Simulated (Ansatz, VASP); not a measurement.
**Li2Be3Au in VASP and in Ansatz**

File INCAR:

```
PREC     = Accurate       # precision mode
ENCUT    = 600            # plane-wave cutoff, eV
EDIFF    = 1E-7           # SCF threshold, eV
ISMEAR   = 0              # smearing method
SIGMA    = 0.1            # smearing width, eV
LREAL    = False          # projectors in reciprocal space
LASPH    = True           # aspherical terms in the spheres
NELM     = 100            # most SCF steps
ALGO     = Normal         # electronic algorithm
ISIF     = 3              # what is computed and relaxed
LWAVE    = False          # write WAVECAR
LCHARG   = False          # write CHGCAR
GGA      = PE             # functional
IBRION   = 2              # ionic algorithm
NSW      = 100            # ionic steps
EDIFFG   = -0.01          # ionic threshold
```

Contents of KPOINTS:

```
regular mesh
0
Gamma
  12 12 10
```

File POSCAR:

```
Li2Be3Au
1.0
    4.4356472338      0.0000000000      0.0000000000
   -2.2178236169      3.8413831867      0.0000000000
    0.0000000000      0.0000000000      4.0115718170
Li Be Au
2 3 1
Direct
    0.3333333333      0.6666666667      0.0000000000
    0.6666666667      0.3333333333      0.0000000000
    0.5000000000      0.0000000000      0.5000000000
    0.5000000000      0.5000000000      0.5000000000
    0.0000000000      0.5000000000      0.5000000000
    0.0000000000      0.0000000000      0.0000000000
```

Input for Ansatz:

```yaml
crystal:
  lattice:
    - [4.4356472338, 0.0, 0.0]
    - [-2.2178236169, 3.8413831867, 0.0]
    - [0.0, 0.0, 4.011571817]
  atoms:
    - { symbol: Li, position: [0.3333333333, 0.6666666667, 0.0] }
    - { symbol: Li, position: [0.6666666667, 0.3333333333, 0.0] }
    - { symbol: Be, position: [0.5, 0.0, 0.5] }
    - { symbol: Be, position: [0.5, 0.5, 0.5] }
    - { symbol: Be, position: [0.0, 0.5, 0.5] }
    - { symbol: Au, position: [0.0, 0.0, 0.0] }
basis:
  ecutwfc: 420
kpoints:
  mp_grid: { grid: [12, 12, 10] }
hamiltonian:
  xc: pbe
scf:
  occupations: { method: gaussian, width: 0.1 }
output:
  forces: true
  stress: true
  eigenvalues: true
relax:
  adjacent_minimum: "off"
  f_tol: 0.01
  max_steps: 80
  cell: { stress_tol: 0.05 }
```

Change from the starting cell: species swapped into the NdB2Ru3 type (P6/mmm, No. 191).

Alike in both runs: task relaxation of cell and atoms; functional PBE; k mesh 12 × 12 × 10; occupations gaussian, width 0.1 eV; no spin polarisation.

|  | VASP | Ansatz |
| --- | --- | --- |
| version | VASP 6.6.1 | Ansatz 0.2.0 |
| potentials or method | VASP PAW PBE potentials, release 64 (Li_sv, Be, Au), cutoff 600 eV | scalar-relativistic, plane waves, PAW |
| valence electrons in the cell | 23 | 31 |

|  | VASP | Ansatz | Ansatz less VASP |
| --- | --- | --- | --- |
| gap on the k mesh at the Fermi level, each at its own relaxed structure (eV) | none | none | - |
| relaxed volume (Å³/atom) | 11.41 | 11.41 | -0.001 |
| relaxed cell length with the largest relative difference (Å) | 4.021 | 4.018 | -0.0031 |

A gap of «none» marks a metal or a gap that the smearing closes. VASP's potentials hold 23 valence electrons a cell and Ansatz's 31, so a difference there can come from the potentials and not from the codes.

Spin-orbit coupling is off throughout. Noted on VASP's run: the cutoff is short for stress, so the pressure is rough.
